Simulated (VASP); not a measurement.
A run of VASP 6.6.1:

Contents of INCAR:

```
SYSTEM = Pt
PREC     = Accurate       ! precision mode
ENCUT    = 520            ! plane-wave cutoff, eV
EDIFF    = 1E-7           ! SCF threshold, eV
ISMEAR   = 0              ! smearing method
SIGMA    = 0.15           ! smearing width, eV
LREAL    = .FALSE.        ! projectors in reciprocal space
LASPH    = .TRUE.         ! aspherical terms in the spheres
NELM     = 80             ! most SCF steps
ALGO     = Fast           ! electronic algorithm
ISIF     = 2              ! what is computed and relaxed
LWAVE    = .FALSE.        ! write WAVECAR
LCHARG   = .TRUE.         ! write CHGCAR
GGA      = PS             ! functional
LELF     = .TRUE.         ! ELF
LVHAR    = .TRUE.       
NBANDS   = 17             ! bands
```

KPOINTS

```
regular mesh
0
G
  18 18 10
  0 0 0
```

Contents of POSCAR:

```
Pt
1.0
    2.8986988966      0.0000000000      0.0000000000
   -1.4493494483      2.5103468823      0.0000000000
    0.0000000000      0.0000000000      4.7921340000
Pt
2
Direct
    0.6666666667      0.3333333333      0.7500000000
    0.3333333333      0.6666666667      0.2500000000
```

Potentials or basis: VASP PAW PBE potentials, release 64 (Pt).

Command:

```sh
$ cat potpaw_PBE.64/Pt/POTCAR > POTCAR
$ mpirun -np 1 vasp_std > vasp.out
```

Hardware: 1 thread of Intel(R) Xeon(R) 6975P-C (Granite Rapids), on a shared host.

Problem. Estimate the wall time of this run.

Solution. Run time: 44 s on 1 thread of Intel(R) Xeon(R) 6975P-C (Granite Rapids), with other jobs on the host, peak memory 0.24 GiB. Counts: scf iterations 16, k points 222.
